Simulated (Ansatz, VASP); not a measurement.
**C: VASP beside Ansatz**

```
CELL_PARAMETERS angstrom
0.00000 2.13598 4.29853
1.23325 0.00000 4.29853
1.23325 2.13598 0.00000
ATOMIC_POSITIONS crystal
C 0.16667 0.83333 0.16667
C 0.83333 0.16667 0.83333
```

Alike in both runs: functional PBE; k mesh 16 × 16 × 16; occupations gaussian, width 0.01 eV; no spin polarisation.

Ansatz relaxed the structure, and its values are those at the end. VASP's run is a single point on that final structure, the one shown.

|  | VASP | Ansatz |
| --- | --- | --- |
| version | VASP 6.6.1 | Ansatz 0.2.0 |
| potentials or method | VASP PAW PBE potentials, release 64 (C), cutoff 520 eV | scalar-relativistic, plane waves, PAW |
| valence electrons in the cell | 8 | 8 |

```csv
,VASP,Ansatz,Ansatz less VASP
gap on the k mesh at the Fermi level (eV),1.01,1.01,0.000
least direct gap on the mesh (eV),1.04,1.04,0.000
pressure (GPa),0.4,0.0,-0.35
```

With one functional, cell and mesh, what is left measures potentials, basis and numerics.
